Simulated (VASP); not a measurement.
# Si24SbO46 (a cell with a defect) in VASP: single point with PBE

Aim: the single point of Si24SbO46 (a cell with a defect) with PBE.

Everything below comes from runs of VASP 6.6.1. Logs are shortened: lines on timing, memory, paths and dates and some standing lists are left out, and cuts for length are marked.

## Step 1: The cell of the first run

The cell holds a defect, 71 atoms: a = 9.902 Å, b = 9.902 Å, c = 10.886 Å, α = 90.00°, β = 90.00°, γ = 120.00°.

## Step 2: Single point, PBE

Contents of INCAR:

```
SYSTEM = Si24SbO46
ALGO = Normal
EDIFF = 1E-6
ENCUT = 520
GGA = PE
GGA_COMPAT = .FALSE.
ISIF = 2
ISMEAR = -1
ISYM = 0
LASPH = .TRUE.
LCHARG = .TRUE.
LELF = .TRUE.
LREAL = Auto
LVHAR = .TRUE.
LWAVE = .FALSE.
NBANDS = 230
NELECT = 378.0
NELM = 120
PREC = Accurate
SIGMA = 0.05
```

Contents of KPOINTS:

```
Automatic mesh
0
Gamma
  1 1 1
  0.25 0.25 0.25
```

Contents of POSCAR:

```
Si24SbO46
1.0
    9.9016390000      0.0000000000      0.0000000000
   -4.9508190000      8.5750710000      0.0000000000
    0.0000000000      0.0000000000     10.8858800000
Si O Sb
24 46 1
Direct
    0.2338320000      0.9885280000      0.1625140000
    0.2323600000      0.9917650000      0.6739390000
    0.2539690000      0.5038300000      0.1686090000
    0.2163650000      0.4638530000      0.6547570000
    0.7354140000      0.0116940000      0.1636630000
    0.7394160000      0.0039910000      0.6712310000
    0.7351520000      0.4936610000      0.1590300000
    0.7268040000      0.5030800000      0.6590930000
    0.0011400000      0.2374070000      0.3402920000
    0.9987430000      0.2332480000      0.8419370000
    0.9964510000      0.7304560000      0.3295360000
    0.9843670000      0.7221210000      0.8392240000
    0.5025720000      0.2270400000      0.3219430000
    0.5062240000      0.2376020000      0.8300550000
    0.5133000000      0.7587760000      0.3337370000
    0.4883220000      0.7188320000      0.8183910000
    0.2656980000      0.2563360000      0.0005640000
    0.2294610000      0.2674550000      0.5355390000
    0.2537540000      0.7494470000      0.9957520000
    0.2534560000      0.7488710000      0.4980590000
    0.7742500000      0.2768130000      0.9974850000
    0.7565580000      0.2614440000      0.4989520000
    0.7451020000      0.7529870000      0.0007760000
    0.7860410000      0.7897940000      0.5026830000
    0.2030040000      0.1215720000      0.1046610000
    0.1863200000      0.1171680000      0.6260790000
    0.2082750000      0.6232720000      0.1049060000
    0.1945890000      0.6011430000      0.5892360000
    0.7054990000      0.1426220000      0.1018270000
    0.7079520000      0.1347370000      0.6100740000
    0.6903440000      0.6201300000      0.1071130000
    0.7316670000      0.6636700000      0.6141300000
    0.3612960000      0.0584590000      0.2718530000
    0.3818970000      0.0736230000      0.7664090000
    0.4029440000      0.6037510000      0.2553840000
    0.3669330000      0.5583180000      0.7490530000
    0.8800650000      0.0888660000      0.2588020000
    0.8562710000      0.0720600000      0.7883140000
    0.8535970000      0.5693430000      0.2750820000
    0.8584990000      0.5674310000      0.7690940000
    0.4256020000      0.2799750000      0.9417680000
    0.4214160000      0.7907670000      0.4420350000
    0.4039540000      0.7740780000      0.9184780000
    0.9188510000      0.3015180000      0.4335530000
    0.9382590000      0.2931260000      0.9559180000
    0.9391190000      0.8020620000      0.4383060000
    0.9077200000      0.7832740000      0.9417470000
    0.0969610000      0.1820590000      0.4254220000
    0.1358520000      0.2038090000      0.8924830000
    0.1287990000      0.6982810000      0.3860580000
    0.1063200000      0.6819330000      0.9045840000
    0.6259510000      0.1858140000      0.3913760000
    0.6493460000      0.2203450000      0.8855660000
    0.6645720000      0.7602250000      0.3918590000
    0.6143060000      0.6914090000      0.8931870000
    0.1066990000      0.3779560000      0.2464920000
    0.0596010000      0.3687310000      0.7395680000
    0.0683040000      0.8536220000      0.2169490000
    0.0782250000      0.8639910000      0.7447460000
    0.5851070000      0.3291750000      0.1957250000
    0.5704770000      0.3791370000      0.7327820000
    0.5753560000      0.8992890000      0.2349630000
    0.5756860000      0.8578070000      0.7178030000
    0.2996150000      0.4190820000      0.0619890000
    0.2921020000      0.9159810000      0.0541440000
    0.2732450000      0.9028500000      0.5670210000
    0.8166250000      0.4474290000      0.0491920000
    0.7913580000      0.4251760000      0.5601270000
    0.7705390000      0.9141640000      0.0605220000
    0.8221690000      0.9512320000      0.5681700000
    0.4820860000      0.4162930000      0.4495860000
```

Potentials or basis: VASP PAW PBE potentials, release 64 (Si, O, Sb).

On the command line:

```console
$ cat potpaw_PBE.64/Si/POTCAR potpaw_PBE.64/O/POTCAR potpaw_PBE.64/Sb/POTCAR > POTCAR
$ mpirun -np 1 vasp_std > vasp.out
```

OUTCAR:

```text
SYSTEM = Si24SbO46
   EDIFF = 1E-6
   ENCUT = 520
   GGA = PE
   ISIF = 2
   ISMEAR = -1
   ISYM = 0
   LASPH = .TRUE.
   LREAL = Auto
   NELECT = 378.0
   NELM = 120
   PREC = Accurate

 ion  position               nearest neighbor table
   1  0.234  0.989  0.163-  33 1.62  25 1.62  58 1.62  65 1.63  11 3.06  13 3.06  17 3.07  19 3.07

   2  0.232  0.992  0.674-  26 1.61  59 1.61  66 1.63  34 1.63  14 3.09  18 3.13  12 3.14
   3  0.254  0.504  0.169-  56 1.61  35 1.61  27 1.62  64 1.62  19 3.08  17 3.11  15 3.12
   4  0.216  0.464  0.655-  57 1.64  28 1.64  36 1.66  18 2.39  10 3.01
   5  0.735  0.012  0.164-  62 1.61  29 1.61  37 1.62  69 1.63  15 3.00  21 3.05   9 3.12
   6  0.739  0.004  0.671-  30 1.62  70 1.62  63 1.62  38 1.62  24 3.01  10 3.06  22 3.10  16 3.11

   7  0.735  0.494  0.159-  60 1.61  31 1.62  39 1.63  67 1.63  21 2.95  23 3.05  13 3.06  11 3.09

   8  0.727  0.503  0.659-  61 1.63  68 1.63  32 1.64  40 1.65  14 3.07  12 3.09  22 3.09  24 3.10
                            71 3.12
   9  0.001  0.237  0.340-  48 1.61  44 1.62  56 1.62  37 1.62  18 3.01  22 3.08   5 3.12
  10  0.999  0.233  0.842-  57 1.61  45 1.61  49 1.62  38 1.62  21 2.99   4 3.01   6 3.06  17 3.07
[... 5 lines left out ...]
  13  0.503  0.227  0.322-  33 1.64  52 1.65  60 1.66  71 2.42  22 3.05   7 3.06   1 3.06
  14  0.506  0.238  0.830-  61 1.61  41 1.62  34 1.62  53 1.63   8 3.07  21 3.08   2 3.09  17 3.10

  15  0.513  0.759  0.334-  35 1.61  42 1.61  62 1.62  54 1.62   5 3.00  20 3.09   3 3.12
  16  0.488  0.719  0.818-  36 1.62  55 1.62  43 1.63  63 1.63  23 3.11   6 3.11
  17  0.266  0.256  0.001-  41 1.61  64 1.62  25 1.62  49 1.62   1 3.07  10 3.07  14 3.10   3 3.11

  18  0.229  0.267  0.536-  26 1.65  48 1.66  71 2.37   4 2.39   9 3.01   2 3.13
  19  0.254  0.749  0.996-  51 1.61  27 1.62  43 1.62  65 1.63  12 3.06   1 3.07   3 3.08
  20  0.253  0.749  0.498-  28 1.62  42 1.62  66 1.62  50 1.63  11 3.07  15 3.09
  21  0.774  0.277  0.997-  45 1.61  29 1.62  53 1.62  67 1.62   7 2.95  10 2.99   5 3.05  14 3.08

  22  0.757  0.261  0.499-  44 1.62  68 1.62  52 1.62  30 1.63  13 3.05   9 3.08   8 3.09   6 3.10

  23  0.745  0.753  0.001-  47 1.62  55 1.62  69 1.62  31 1.63   7 3.05  12 3.09  16 3.11
  24  0.786  0.790  0.503-  46 1.62  70 1.62  54 1.62  32 1.63   6 3.01  11 3.08   8 3.10  71 3.46
[... 45 lines left out ...]
  69  0.771  0.914  0.061-  23 1.62   5 1.63
  70  0.822  0.951  0.568-  24 1.62   6 1.62
  71  0.482  0.416  0.450-  18 2.37  13 2.42   8 3.12  24 3.46

IMPORTANT INFORMATION: All symmetrisations will be switched off!
NOSYMM: (Re-)initialisation of all symmetry stuff for point group C_1.

----------------------------------------------------------------------------------------

                                     Primitive cell

  volume of cell :     924.2902

  direct lattice vectors                    reciprocal lattice vectors
     9.901639000  0.000000000  0.000000000     0.100993381  0.058308549  0.000000000
    -4.950819000  8.575071000  0.000000000     0.000000000  0.116617110  0.000000000
     0.000000000  0.000000000 10.885880000     0.000000000  0.000000000  0.091862119

  length of vectors
     9.901639000  9.901638825 10.885880000     0.116617108  0.116617110  0.091862119

  position of ions in fractional coordinates (direct lattice)
     0.233832000  0.988528000  0.162514000
     0.232360000  0.991765000  0.673939000
     0.253969000  0.503830000  0.168609000
     0.216365000  0.463853000  0.654757000
     0.735414000  0.011694000  0.163663000
     0.739416000  0.003991000  0.671231000
[... 63 lines left out ...]
     0.822169000  0.951232000  0.568170000
     0.482086000  0.416293000  0.449586000

  ion indices of the primitive-cell ions
   primitive index   ion index
                 1           1
                 2           2
                 3           3
                 4           4
                 5           5
                 6           6
[... 63 lines left out ...]
                70          70
                71          71

----------------------------------------------------------------------------------------

 KPOINTS: Automatic mesh

Automatic generation of k-mesh.
 Grid dimensions read from file:
 generate k-points for:    1    1    1

 Generating k-lattice:

  Cartesian coordinates                     Fractional coordinates (reciprocal lattice)
     0.100993381  0.058308549  0.000000000     1.000000000 -0.000000000  0.000000000
     0.000000000  0.116617110  0.000000000     0.000000000  1.000000000  0.000000000
     0.000000000  0.000000000  0.091862119     0.000000000  0.000000000  1.000000000

  Length of vectors
     0.116617108  0.116617110  0.091862119

  Shift w.r.t. Gamma in fractional coordinates (k-lattice)
     0.250000000  0.250000000  0.250000000

 Subroutine IBZKPT returns following result:
 ===========================================

 Found      6 irreducible k-points:

 Following reciprocal coordinates:
            Coordinates               Weight
  0.250000  0.250000  0.250000      2.000000
 -0.250000  0.500000  0.250000      2.000000
  0.500000  0.250000  0.250000      2.000000
 -0.250000 -0.250000  0.250000      2.000000
  0.250000  0.500000  0.250000      2.000000
  0.500000 -0.250000  0.250000      2.000000
   k-points           NKPTS =      6   k-points in BZ     NKDIM =      6   number of bands    NBANDS=    230
   number of dos      NEDOS =    301   number of ions     NIONS =     71
   total plane-waves  NPLWV = 537600
   dimension x,y,z NGX =    80 NGY =   80 NGZ =   84
   dimension x,y,z NGXF=   160 NGYF=  160 NGZF=  168
   ions per type =              24  46   1
   NGX,Y,Z   is equivalent  to a cutoff of  13.43, 13.43, 12.83 a.u.
   NGXF,Y,Z  is equivalent  to a cutoff of  26.86, 26.86, 25.66 a.u.
 SYSTEM =  Si24SbO46
   PREC   = accura    normal or accurate (medium, high low for compatibility)
   ISTART =      0    job   : 0-new  1-cont  2-samecut
   ICHARG =      2    charge: 1-file 2-atom 10-const
   ISPIN  =      1    spin polarized calculation?
   LNONCOLLINEAR =      F non collinear calculations
   LSORBIT =      F    spin-orbit coupling
   LASPH  =      T    aspherical Exc in radial PAW
   ENCUT  =  520.0 eV  38.22 Ry    6.18 a.u.  18.41 18.41 20.24*2*pi/ulx,y,z
   NELM   =    120;   NELMIN=  2; NELMDL= -5     # of ELM steps
   EDIFF  = 0.1E-05   stopping-criterion for ELM
   LREAL  =      T    real-space projection
   EDIFFG = 0.1E-04   stopping-criterion for IOM
   NSW    =      0    number of steps for IOM
   IBRION =     -1    ionic relax: 0-MD 1-quasi-New 2-CG
   NFREE  =      0    steps in history (QN), initial steepest desc. (CG)
   ISIF   =      2    stress and relaxation
   ISYM   =      0    0-nonsym 1-usesym 2-fastsym
   POTIM  = 0.5000    time-step for ionic-motion
   TEBEG  =    0.0;   TEEND  =   0.0 temperature during run
   PSTRESS=    0.0 pullay stress
   NELECT =     378.0000    total number of electrons
   NUPDOWN=      -1.0000    fix difference up-down
   EMIN   =  10.00;   EMAX   =-10.00  energy-range for DOS
   EFERMI =   0.00;   METHOD = LEGACY
   ISMEAR =    -1;   SIGMA  =   0.05  broadening in eV -4-tet -1-fermi 0-gaus
   EFERMI_NEDOS =   21; number of points for ismear=-14 and -15
   IALGO  =     38    algorithm
   IMIX   =      4    mixing-type and parameters
     AMIX     =   0.40;   BMIX     =  1.00
     AMIX_MAG =   1.60;   BMIX_MAG =  1.00
  volume/ion in A,a.u.               =      13.02        87.85
  Fermi-wavevector in a.u.,A,eV,Ry     =   1.215167  2.296333 20.090783  1.476631
  Thomas-Fermi vector in A             =   2.350563
   LORBIT       =      0    0 simple, 1 ext, 2 COOP (PROOUT), +10 PAW based schemes
   GGA     = PE    functional components
   LHFCALC =     F    Hartree Fock is set to
   AEXX    =    0.0000 exact exchange contribution
   IVDW    =     0    specifies the selected vdW correction
   LEPSILON=     F    determine dielectric tensor
   LRPA    =     F    only Hartree local field effects (RPA)
 non-spin polarized calculation
  energy-cutoff  :      520.00
  volume of cell :      924.29
 maximum number of plane-waves:     24895
 NGX is ok and might be reduce to    80
   NGX = 37   NGY = 37   NGZ = 41

 number of electron     378.0000004 magnetization

 Free energy of the ion-electron system (eV)
  ---------------------------------------------------
  ext. energy  EPLUGINS =         0.00000000
  ---------------------------------------------------
  free energy    TOTEN  =      -545.24562660 eV

  energy without entropy =     -545.24562660  energy(sigma->0) =     -545.24562660

 E-fermi :   6.0431     XC(G=0):  -9.2281

 val. band max:        4.8195848401   @ k =   0.2500   0.2500   0.2500
 cond. band min:       7.4988114356   @ k =  -0.2500  -0.2500   0.2500
 fundamental gap:      2.6792265955
 Fermi energy:         6.0430665776

 k-point     1 :       0.2500    0.2500    0.2500
  band No.  band energies     occupation
      1     -18.0706      2.00000
      2     -17.9506      2.00000
      3     -17.9051      2.00000
      4     -17.8028      2.00000
      5     -17.7352      2.00000
      6     -17.6509      2.00000
[... 1213 lines left out ...]
    200       9.5576      0.00000
    201       9.7103      0.00000
 [bands above 201 left out]

------------------------ aborting loop because EDIFF is reached ----------------------------------------

  FORCE on cell =-STRESS in cart. coord.  units (eV):
  Direction    XX          YY          ZZ          XY          YZ          ZX
  --------------------------------------------------------------------------------------
  -------------------------------------------------------------------------------------
  Total       38.7602474     29.4101323     34.9471478      3.1628021     -7.2572535     -3.8705411
  in kB       67.1875442     50.9799265     60.5778650      5.4824445    -12.5798227     -6.7092491
  external PRESSURE =      59.5817785 kB  Pullay stress =       0.0000000 kB

 VOLUME and BASIS-vectors are now :
 -----------------------------------------------------------------------------
  energy-cutoff  :      520.00
  volume of cell :      924.29
      direct lattice vectors                 reciprocal lattice vectors
     9.901639000  0.000000000  0.000000000     0.100993381  0.058308549  0.000000000
    -4.950819000  8.575071000  0.000000000     0.000000000  0.116617110  0.000000000
     0.000000000  0.000000000 10.885880000     0.000000000  0.000000000  0.091862119

 POSITION                                       TOTAL-FORCE (eV/Angst)
 -----------------------------------------------------------------------------------
     -2.57870      8.47670      1.76911        -0.018353      0.000334      0.014313
     -2.60930      8.50446      7.33642        -0.024202      0.006434     -0.029781
      0.02034      4.32038      1.83546        -0.004152     -0.005900      0.018631
     -0.15408      3.97757      7.12761         0.068541     -0.084563     -0.102701
      7.22391      0.10028      1.78162        -0.002997     -0.000999     -0.026693
      7.30167      0.03422      7.30694        -0.032001     -0.007787      0.011862
[... 63 lines left out ...]
      3.43144      8.15688      6.18503         0.030326      0.084482     -0.012995
      2.71245      3.56974      4.89414         0.011944      0.162747      0.003034
 -----------------------------------------------------------------------------------
    total drift:                               -0.004971      0.012586     -0.003075

  FREE ENERGIE OF THE ION-ELECTRON SYSTEM (eV)
  ---------------------------------------------------
  free  energy   TOTEN  =      -545.2456266025 eV

  energy  without entropy=     -545.2456266025  energy(sigma->0) =     -545.24562660
```

It took 1.6 h on 1 thread of Intel Xeon 8259CL, shared host; peak memory 1.5 GiB.

Results:

| Item | Value |
| --- | --- |
| Free energy | -545.2456 eV |
| Largest force | 0.163 eV/Å |

Forces in eV/Å, atoms in the order of the input:
```
Si  -0.018  0.000  0.014
Si  -0.024  0.006 -0.030
Si  -0.004 -0.006  0.019
Si   0.069 -0.085 -0.103
Si  -0.003 -0.001 -0.027
Si  -0.032 -0.008  0.012
Si  -0.018 -0.011  0.019
Si  -0.014  0.024  0.005
Si   0.027  0.001 -0.047
Si   0.021 -0.030  0.012
Si   0.003 -0.015  0.001
Si   0.015  0.001 -0.003
Si  -0.086 -0.066  0.024
Si   0.010 -0.039  0.018
Si   0.002 -0.017 -0.009
Si  -0.001 -0.017 -0.015
Si   0.004  0.015  0.001
Si  -0.032  0.063  0.083
Si   0.024  0.013 -0.006
Si  -0.004  0.016  0.016
Si   0.010  0.011 -0.010
Si   0.021  0.002  0.006
Si  -0.020  0.035  0.009
Si   0.019  0.053 -0.008
O   -0.101  0.005  0.047
O   -0.055 -0.017  0.066
O   -0.075 -0.002  0.057
O   -0.071 -0.016  0.027
O   -0.079 -0.013  0.038
O   -0.086  0.016  0.032
O   -0.104 -0.004  0.053
O   -0.062  0.023  0.055
O    0.017 -0.094  0.072
O    0.071 -0.072  0.022
O    0.064 -0.017  0.006
O    0.058 -0.076  0.001
O    0.061 -0.065  0.010
O    0.033 -0.074  0.061
O    0.023 -0.071  0.066
O    0.056 -0.079  0.041
O    0.047  0.046  0.044
O    0.048  0.049  0.056
O    0.027  0.071  0.028
O    0.017  0.089  0.024
O    0.067  0.059  0.069
O    0.055  0.052  0.037
O    0.044  0.076  0.034
O    0.045 -0.099 -0.041
O    0.051 -0.072 -0.054
O    0.055 -0.071 -0.049
O    0.031 -0.079 -0.038
O    0.054 -0.103 -0.001
O    0.051 -0.062 -0.052
O    0.040 -0.006 -0.052
O    0.039 -0.075 -0.028
O   -0.048  0.010 -0.017
O   -0.119  0.038 -0.021
O   -0.094 -0.010 -0.068
O   -0.057  0.005 -0.016
O   -0.054 -0.011 -0.068
O   -0.110  0.008 -0.041
O   -0.117  0.017 -0.029
O   -0.079  0.002 -0.053
O    0.036  0.064 -0.042
O    0.052  0.083 -0.055
O    0.038  0.068 -0.047
O    0.054  0.100 -0.055
O    0.044  0.062 -0.052
O    0.023  0.052 -0.040
O    0.030  0.084 -0.013
Sb   0.012  0.163  0.003
```

Levels at points of the mesh, in eV from the Fermi level:
| k point | band 186 | band 187 | band 188 | band 189 | band 190 | band 191 | band 192 | band 193 |
| --- | --- | --- | --- | --- | --- | --- | --- | --- |
| (0.25, 0.25, 0.25) | -4.75 | -3.02 | -2.46 | -1.22 | 1.51 | 1.65 | 1.93 | 2.28 |

Caveat: the cell carries a net charge on a neutralising background, which shifts energy and pressure; the cell is charged against a uniform background, so pressure and absolute levels hang on convention; spin-orbit coupling is left out, which moves the levels of the heavy elements.
